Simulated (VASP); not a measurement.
# InP2: relaxation of cell and atoms with PBE

Crystal: InP2.

```
In P
1.0
     3.41755    0.00000    0.00000
    -1.70877    2.95968    0.00000
     0.00000    0.00000    5.38736
In P
1 2
Cartesian
  0.0000 0.0000 0.0000
  1.7088 0.9866 3.9056
  1.7088 0.9866 1.4817
```

The cell was built from a structure type or drawn by symmetry, and may not be a known phase.

* Program: VASP 6.6.1
* Task: relaxation of cell and atoms
* Functional: PBE
* Potentials or basis: VASP PAW PBE potentials, release 64 (In_d, P)
* Cutoff: 600 eV
* k mesh: 6 × 6 × 4
* Occupations: gaussian, width 0.1 eV
* Spin: no spin polarisation
* Dipole correction: no
* Further INCAR settings: ALGO = Normal; EDIFF = 1e-06; IBRION = 2; EDIFFG = -0.04; NSW = 90; ISIF = 3

```yaml
Relaxed_volume: 23.32 Å³/atom
Relaxed_cell: a = 3.979 Å, b = 3.979 Å, c = 5.101 Å, α = 90.00°, β = 90.00°, γ = 120.00°
Space_group_after_relaxing_to_0.1_Å: P-6m2 (No. 187)
Energy_gained_by_relaxing: 673.9 meV/atom
Ionic_steps: 11
Pressure_after_relaxing: 0.0 GPa
Largest_force_after_relaxing: 0.006 eV/Å
Band_gap_on_the_k_mesh: zero (an odd number of electrons rules out a gap without spin polarisation)
```

Forces in eV/Å, atoms in the order of the input:
```
In   0.000  0.000  0.000
P    0.000  0.000  0.006
P    0.000  0.000 -0.006
```

The path:
| step | energy change (eV) | largest force (eV/Å) | pressure (GPa) | volume (Å³) |
| --- | --- | --- | --- | --- |
| 1 | 0.0000 | 2.7856 | 27.00 | 54.49 |
| 2 | -1.1233 | 1.0199 | -8.40 | 82.23 |
| 3 | -1.3513 | 1.0601 | -3.48 | 70.96 |
| 4 | -1.9893 | 0.7595 | -0.48 | 70.60 |
| 5 | -1.9898 | 0.6378 | -0.69 | 70.62 |
| 6 | -2.0193 | 0.0731 | 0.03 | 69.66 |
| 7 | -2.0205 | 0.0463 | 0.25 | 69.43 |
| 8 | -2.0215 | 0.0654 | 0.27 | 69.72 |
| 9 | -2.0215 | 0.0487 | 0.27 | 69.68 |
| 10 | -2.0216 | 0.0291 | -0.20 | 70.17 |
| 11 | -2.0217 | 0.0056 | -0.01 | 69.95 |

Final structure:
```xyz
3
Lattice="3.9791 0.0000 0.0000 -1.9896 3.4460 0.0000 0.0000 0.0000 5.1013" Properties=species:S:1:pos:R:3 pbc="T T T"
In    0.0000    0.0000    0.0000
P     1.9896    1.1487    3.5888
P     1.9896    1.1487    1.5126
```

Levels at points of the mesh, in eV from the Fermi level:
| k point | band 8 | band 9 | band 10 | band 11 | band 12 | band 13 | band 14 | band 15 |
| --- | --- | --- | --- | --- | --- | --- | --- | --- |
| (0.00, 0.00, 0.00) | -7.12 | -1.88 | -1.88 | 0.82 | 1.66 | 1.66 | 3.88 | 3.88 |
| (0.50, 0.00, 0.00) | -6.61 | -5.59 | -2.96 | -1.69 | -0.03 | 1.26 | 2.28 | 4.17 |
| (0.00, 0.00, 0.50) | -2.67 | -1.24 | -1.24 | -0.39 | 0.05 | 0.05 | 2.62 | 3.35 |
| (0.50, 0.00, 0.50) | -5.68 | -4.35 | -1.75 | -1.59 | -1.43 | 1.24 | 2.86 | 3.36 |

It took 3 min on 1 thread of Intel Xeon 8259CL (shared host), peak memory 0.21 GiB.

Caveat: the volume moved by over 15 % at a fixed basis, so the end points are rough; spin-orbit coupling is left out, which moves the levels of the heavy elements.
